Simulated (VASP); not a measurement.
Set up this calculation in VASP 6.6.1, as the native input.

| Quantity | Value |
| --- | --- |
| Task | single point |
| Functional | PBEsol |
| Potentials or basis | VASP PAW PBE potentials, release 64 (Ga_d) |
| Cutoff | 520 eV |
| k mesh | 7 × 7 × 6 |
| Occupations | fermi-dirac, width 0.05 eV |
| Spin | no spin polarisation |
| Dipole correction | no |
| Further INCAR settings | ALGO = Fast; EDIFF = 1e-06; NBANDS = 34 |

The structure of Ga lies in POSCAR:

```
Ga
1.0
    2.2153339849     -3.7523045894      0.0000000000
    2.2153339849      3.7523045894      0.0000000000
    0.0000000000      0.0000000000      4.4316475558
Ga
4
Direct
    0.3451000000      0.6549000000      0.4190000000
    0.1549000000      0.8451000000      0.9190000000
    0.6549000000      0.3451000000      0.5810000000
    0.8451000000      0.1549000000      0.0810000000
```

This cell differs from its parent crystal: volume scaled by 0.94.

The input as run:

INCAR

```
  PREC = Accurate
  ENCUT = 520
  EDIFF = 1E-6
  ISMEAR = -1
  SIGMA = 0.05
  LREAL = False
  LASPH = True
  NELM = 80
  ALGO = Fast
  ISIF = 2
  LWAVE = False
  LCHARG = False
  GGA = PS
  NBANDS = 34
```

KPOINTS

```
Automatic mesh
0
Gamma
  7 7 6
```

Potentials or basis: VASP PAW PBE potentials, release 64 (Ga_d).

Command:

```console
$ cat potpaw_PBE.64/Ga_d/POTCAR > POTCAR
$ mpirun -np 1 vasp_std > vasp.out
```

It gave:

```json
{
  "Pressure": "2.3 GPa",
  "Largest force": "0.124 eV/Å",
  "Band gap on the k mesh": "zero (band 26 reaches 5.86 eV, above the bottom of band 27 at 4.53 eV)"
}
```

Caveat: the PAW data sets were made with another functional, which shifts forces and pressure a little.

Run time: 3 min on 1 thread of Intel(R) Xeon(R) Platinum 8375C CPU @ 2.90GHz (Ice Lake), on a shared host, peak memory 0.25 GiB.
